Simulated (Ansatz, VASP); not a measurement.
SiO2: VASP beside Ansatz

The input INCAR:

```
PREC = Accurate
ENCUT = 520
EDIFF = 1E-7
ISMEAR = 0
SIGMA = 0.05
LREAL = F
LASPH = T
NELM = 100
ALGO = Normal
ISIF = 2
LWAVE = F
LCHARG = F
GGA = PE
NBANDS = 34
```

KPOINTS

```
Automatic mesh
0
Gamma
  6 6 4
```

The input POSCAR:

```
SiO2
1.0
    5.2585392688      0.0000000000      0.0000000000
   -2.6292696344      4.5540285936      0.0000000000
    0.0000000000      0.0000000000      5.5012710941
Si O
3 6
Direct
    0.0000000000      0.5000000000      0.3333333333
    0.5000000000      0.5000000000      0.6666666667
    0.5000000000      0.0000000000      0.0000000000
    0.5839605948      0.7919802974      0.8333333333
    0.7919802974      0.5839605948      0.5000000000
    0.7919802974      0.2080197026      0.1666666667
    0.4160394052      0.2080197026      0.8333333333
    0.2080197026      0.4160394052      0.5000000000
    0.2080197026      0.7919802974      0.1666666667
```

Input for Ansatz:

```yaml
crystal:
  lattice:
    - [5.2585392688, 0.0, 0.0]
    - [-2.6292696344, 4.5540285936, 0.0]
    - [0.0, 0.0, 5.5012710941]
  atoms:
    - { symbol: Si, position: [0.0, 0.5, 0.3333333333] }
    - { symbol: Si, position: [0.5, 0.5, 0.6666666667] }
    - { symbol: Si, position: [0.5, 0.0, 0.0] }
    - { symbol: O, position: [0.5839605948, 0.7919802974, 0.8333333333] }
    - { symbol: O, position: [0.7919802974, 0.5839605948, 0.5] }
    - { symbol: O, position: [0.7919802974, 0.2080197026, 0.1666666667] }
    - { symbol: O, position: [0.4160394052, 0.2080197026, 0.8333333333] }
    - { symbol: O, position: [0.2080197026, 0.4160394052, 0.5] }
    - { symbol: O, position: [0.2080197026, 0.7919802974, 0.1666666667] }
basis:
  ecutwfc: 420
kpoints:
  mp_grid: { grid: [6, 6, 4] }
hamiltonian:
  xc: pbe
scf:
  occupations: { method: gaussian, width: 0.05 }
output:
  forces: true
  stress: true
  eigenvalues: true
```

Change from the starting cell: strain +0.030 along x and y, -0.015 along z, atoms carried along.

Alike in both runs: task single point; functional PBE; k mesh 6 × 6 × 4; occupations gaussian, width 0.05 eV; no spin polarisation.

|  | VASP | Ansatz |
| --- | --- | --- |
| version | VASP 6.6.1 | Ansatz 0.2.0 |
| potentials or method | VASP PAW PBE potentials, release 64 (Si, O), cutoff 520 eV | scalar-relativistic, plane waves, PAW |
| valence electrons in the cell | 48 | 48 |

```csv
,VASP,Ansatz,Ansatz less VASP
gap on the k mesh at the Fermi level (eV),5.21,5.21,+0.005
least direct gap on the mesh (eV),5.48,5.48,+0.002
pressure (GPa),-7.0,-7.1,-0.03
"traceless stress, the component that is largest in VASP (GPa)",2.18,2.16,-0.025
rms of the force components (eV/Å),0.167,0.161,-0.0062
```

Atom by atom the forces differ by 0.006 eV/Å (rms over components). With one functional, cell and mesh, what is left measures potentials, basis and numerics.
